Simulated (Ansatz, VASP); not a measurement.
## AlN in VASP and in Ansatz

```
CELL_PARAMETERS angstrom
3.11000 0.00000 0.00000
-1.55500 2.69334 0.00000
0.00000 0.00000 4.98000
ATOMIC_POSITIONS crystal
Al 0.33333 0.66667 0.00000
Al 0.66667 0.33333 0.50000
N 0.33333 0.66667 0.38200
N 0.66667 0.33333 0.88200
```

Alike in both runs: task relaxation of cell and atoms; functional LDA; k mesh 8 × 8 × 4; no spin polarisation.

|  | VASP | Ansatz |
| --- | --- | --- |
| version | VASP 6.6.1 | Ansatz 0.2.0 |
| potentials or method | VASP PAW LDA potentials, release 64 (Al, N) | scalar-relativistic, plane waves, PAW |
| plane-wave cutoff (eV) | 600 | 420 |
| occupations | gaussian, width 0.01 eV | fixed |
| valence electrons in the cell | 16 | 16 |

Ansatz gave:

| Property | Result |
| --- | --- |
| gap on the k mesh at the Fermi level, each at its own relaxed structure (eV) | 4.42 |
| relaxed volume (Å³/atom) | 10.21 |
| relaxed cell length with the largest relative difference (Å) | 4.943 |

Which values does VASP return?

gap on the k mesh at the Fermi level, each at its own relaxed structure (eV): 4.40; relaxed volume (Å³/atom): 10.24; relaxed cell length with the largest relative difference (Å): 4.948.

Ansatz warns that its potentials were made for another functional, while VASP's fit it. LDA's correlation is that of Perdew and Zunger in VASP and of Perdew and Wang (1992) in Ansatz.
